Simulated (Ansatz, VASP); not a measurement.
One calculation of Co, two programs

File INCAR:

```
PREC = Accurate
ENCUT = 520
EDIFF = 1E-7
ISMEAR = -1
SIGMA = 0.1
LREAL = False
LASPH = True
NELM = 80
ALGO = Normal
ISIF = 2
LWAVE = False
LCHARG = True
LELF = True
LVHAR = True
NBANDS = 10
```

Contents of KPOINTS:

```
regular mesh
0
Gamma
  18 18 18
```

File POSCAR:

```
Co
1.0
   -1.3670981217      1.3670981217      1.3670981217
    1.3670981217     -1.3670981217      1.3670981217
    1.3670981217      1.3670981217     -1.3670981217
Co
1
Direct
    0.0000000000      0.0000000000      0.0000000000
```

Input for Ansatz:

```yaml
crystal:
  lattice:
    - [-1.3670981217, 1.3670981217, 1.3670981217]
    - [1.3670981217, -1.3670981217, 1.3670981217]
    - [1.3670981217, 1.3670981217, -1.3670981217]
  atoms:
    - { symbol: Co, position: [0.0, 0.0, 0.0] }
hamiltonian:
  xc: lda
  pseudopotentials:
    kind: paw
    azcp:
      Co: "pseudopotentials/Co.paw.azcp"
basis:
  ecutwfc: 420
  fft_grid_basis: typed
kpoints:
  mp_grid: { grid: [18, 18, 18], shift: [0, 0, 0] }
magnetization:
  spin_polarized: false
scf:
  occupations: { method: fermi_dirac, width: 0.1 }
  lower_state_search: "off"
output:
  stress: true
```

Alike in both runs: task single point; functional LDA; k mesh 18 × 18 × 18; occupations fermi-dirac, width 0.1 eV; no spin polarisation.

|  | VASP | Ansatz |
| --- | --- | --- |
| version | VASP 6.6.1 | Ansatz 0.2.0 |
| potentials or method | VASP PAW LDA potentials, release 64 (Co), cutoff 520 eV | plane waves (420 eV) with PAW, scalar-relativistic |
| valence electrons in the cell | 9 | 17 |

```csv
,VASP,Ansatz,Ansatz less VASP
pressure (GPa),-11.1,-10.5,+0.64
```

Ansatz warns that its potentials were made for another functional, while VASP's fit it. LDA's correlation is that of Perdew and Zunger in VASP and of Perdew and Wang (1992) in Ansatz. VASP's potentials hold 9 valence electrons a cell and Ansatz's 17, so a difference there can come from the potentials and not from the codes.
